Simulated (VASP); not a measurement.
Crystal: Si2Se.

```
Si Se
1.0
     0.00000    3.83480    3.83480
     3.83480    0.00000    3.83480
     3.83480    3.83480    0.00000
Si Se
4 2
Direct
  0.62500 0.62500 0.62500
  0.12500 0.62500 0.62500
  0.62500 0.62500 0.12500
  0.62500 0.12500 0.62500
  0.00000 0.00000 0.00000
  0.25000 0.25000 0.25000
```

| Item | Value |
| --- | --- |
| Program | VASP 6.6.1 |
| Task | relaxation of cell and atoms |
| Functional | PBE |
| Potentials or basis | VASP PAW PBE potentials, release 64 (Si, Se) |
| Cutoff | 600 eV |
| k mesh | 4 × 4 × 4 |
| Occupations | gaussian, width 0.1 eV |
| Spin | no spin polarisation |

At the start: pressure -4.4 GPa; volume 18.80 Å³/atom.

Problem. Where does the relaxation end?

Solution. Over 3 steps the energy falls by 18.3 meV/atom and the volume is 17.53 Å³/atom (-6.7 %); space group Fd-3m (No. 227, to 0.05 Å).

Step by step:
```csv
step,energy change (eV),largest force (eV/Å),pressure (GPa),volume (Å³)
1,0.0000,0.0000,-4.36,112.79
2,-0.1092,0.0000,0.37,104.65
3,-0.1098,0.0000,0.01,105.18
```

Final structure:
```yaml
crystal:
  lattice:
    - [0.00000, 3.74652, 3.74652]
    - [3.74652, 0.00000, 3.74652]
    - [3.74652, 3.74652, 0.00000]
  atoms:
    - { symbol: Si, position: [0.62500, 0.62500, 0.62500] }
    - { symbol: Si, position: [0.12500, 0.62500, 0.62500] }
    - { symbol: Si, position: [0.62500, 0.62500, 0.12500] }
    - { symbol: Si, position: [0.62500, 0.12500, 0.62500] }
    - { symbol: Se, position: [0.00000, 0.00000, 0.00000] }
    - { symbol: Se, position: [0.25000, 0.25000, 0.25000] }
```
